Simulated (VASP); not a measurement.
Pd:

```
Pd
1.0
     0.00000    1.94650    1.94650
     1.94650    0.00000    1.94650
     1.94650    1.94650    0.00000
Pd
1
Direct
  0.00000 0.00000 0.00000
```

| Item | Value |
| --- | --- |
| Program | VASP 6.6.1 |
| Task | relaxation of cell and atoms |
| Functional | PBEsol |
| Potentials or basis | VASP PAW PBE potentials, release 64 (Pd) |
| Cutoff | 600 eV |
| k mesh | 12 × 12 × 12 |
| Occupations | fermi-dirac, width 0.05 eV |
| Spin | no spin polarisation |

At the start: pressure -3.3 GPa; volume 14.75 Å³/atom.

Q: How do energy, volume and symmetry change on relaxing?

A: Over 3 steps the energy falls by 2.5 meV/atom and the volume is 14.51 Å³/atom (-1.6 %); space group Fm-3m (No. 225, to 0.05 Å).

Step by step:
| step | energy change (eV) | largest force (eV/Å) | pressure (GPa) | volume (Å³) |
| --- | --- | --- | --- | --- |
| 1 | 0.0000 | 0.0000 | -3.31 | 14.75 |
| 2 | 0.0049 | 0.0000 | 6.19 | 14.11 |
| 3 | -0.0025 | 0.0000 | -0.02 | 14.51 |

Final structure:
```
Pd
1.0
     0.00000    1.93577    1.93577
     1.93577    0.00000    1.93577
     1.93577    1.93577    0.00000
Pd
1
Direct
  0.00000 0.00000 0.00000
```

Caveat: the PAW data sets were made with another functional, which shifts forces and pressure a little.
